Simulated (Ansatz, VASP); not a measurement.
# Two plane-wave programs on BaHfO3

File INCAR:

```
  PREC = Accurate
  ENCUT = 520
  EDIFF = 1E-6
  ISMEAR = 0
  SIGMA = 0.02
  LREAL = False
  LASPH = True
  NELM = 100
  ALGO = Normal
  ISIF = 2
  LWAVE = False
  LCHARG = False
  GGA = PE
  NBANDS = 27
```

Contents of KPOINTS:

```
regular mesh
0
Gamma
  6 6 6
```

File POSCAR:

```
BaHfO3
1.0
    4.3233821191      0.0000000000      0.0000000000
    0.0000000000      4.3233821191      0.0000000000
    0.0000000000      0.0000000000      4.1991105293
Ba Hf O
1 1 3
Direct
    0.5000000000      0.5000000000      1.0117617338
    0.0000000000      0.0000000000      0.5011982434
    0.0000000000      0.5000000000      0.5032582600
    0.5000000000      0.0000000000      0.5032582600
    0.0000000000      0.0000000000      0.9705452929
```

Input for Ansatz:

```yaml
crystal:
  lattice:
    - [4.3233821191, 0.0, 0.0]
    - [0.0, 4.3233821191, 0.0]
    - [0.0, 0.0, 4.1991105293]
  atoms:
    - { symbol: Ba, position: [0.5, 0.5, 1.0117617338] }
    - { symbol: Hf, position: [0.0, 0.0, 0.5011982434] }
    - { symbol: O, position: [0.0, 0.5, 0.50325826] }
    - { symbol: O, position: [0.5, 0.0, 0.50325826] }
    - { symbol: O, position: [0.0, 0.0, 0.9705452929] }
basis:
  ecutwfc: 420
kpoints:
  mp_grid: { grid: [6, 6, 6] }
hamiltonian:
  xc: pbe
scf:
  occupations: { method: gaussian, width: 0.02 }
output:
  forces: true
  stress: true
  eigenvalues: true
```

Alike in both runs: task single point; functional PBE; k mesh 6 × 6 × 6; occupations gaussian, width 0.02 eV; no spin polarisation.

```csv
,VASP,Ansatz
version,VASP 6.6.1,Ansatz 0.2.0
potentials or method,"VASP PAW PBE potentials, release 64 (Ba_sv, Hf_pv, O), cutoff 520 eV","scalar-relativistic, plane waves, PAW"
valence electrons in the cell,38,54
```

|  | VASP | Ansatz | Ansatz less VASP |
| --- | --- | --- | --- |
| gap on the k mesh at the Fermi level (eV) | 3.35 | 3.43 | +0.078 |
| least direct gap on the mesh (eV) | 3.66 | 3.65 | -0.009 |
| pressure (GPa) | -6.5 | -5.9 | +0.58 |
| traceless stress, the component that is largest in VASP (GPa) | 5.16 | 5.17 | +0.016 |
| rms of the force components (eV/Å) | 0.477 | 0.491 | +0.0139 |

Atom by atom the forces differ by 0.019 eV/Å (rms over components). VASP's potentials hold 38 valence electrons a cell and Ansatz's 54, so a difference there can come from the potentials and not from the codes.

Spin-orbit coupling is off throughout.
